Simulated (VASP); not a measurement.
Input of a VASP 6.6.1 run:

INCAR

```
PREC = Accurate
ENCUT = 600
EDIFF = 1E-7
ISMEAR = -1
SIGMA = 0.15
LREAL = F
LASPH = T
NELM = 60
ALGO = Normal
ISIF = 3
LWAVE = F
LCHARG = F
GGA = PE
IBRION = 2
NSW = 80
EDIFFG = -0.001
PSTRESS = 50.0
```

Contents of KPOINTS:

```
Automatic mesh
0
Gamma
  12 12 12
```

Contents of POSCAR:

```
GaSb
1.0
    0.0000000000      3.1078060433      3.1078060433
    3.1078060433      0.0000000000      3.1078060433
    3.1078060433      3.1078060433      0.0000000000
Ga Sb
1 1
Direct
    0.0000000000      0.0000000000      0.0000000000
    0.7500000000      0.7500000000      0.7500000000
```

Potentials or basis: VASP PAW PBE potentials, release 64 (Ga_d, Sb).

The run is started by

```sh
$ cat potpaw_PBE.64/Ga_d/POTCAR potpaw_PBE.64/Sb/POTCAR > POTCAR
$ mpirun -np 1 vasp_std > vasp.out
```

Q: Estimate the relaxed cell.

A: a = 4.266 Å, b = 4.266 Å, c = 4.266 Å, α = 60.00°, β = 60.00°, γ = 60.00°.

Q: Predict the space group after relaxing (to 0.1 Å).

A: F-43m (No. 216).

Q: Estimate the band gap on the k mesh.

A: 0.34 eV.

Final structure:
```
Ga Sb
1.0
     0.00000    3.01657    3.01657
     3.01657    0.00000    3.01657
     3.01657    3.01657    0.00000
Ga Sb
1 1
Cartesian
  0.0000 0.0000 0.0000
  4.5249 4.5249 4.5249
```

Caveat: the cell is relaxed towards a set pressure, so the run minimises the enthalpy, not the energy; semilocal functionals underestimate gaps, and a narrow one can read as zero; spin-orbit coupling is left out, which moves the levels of the heavy elements. A k mesh can miss the band edges.
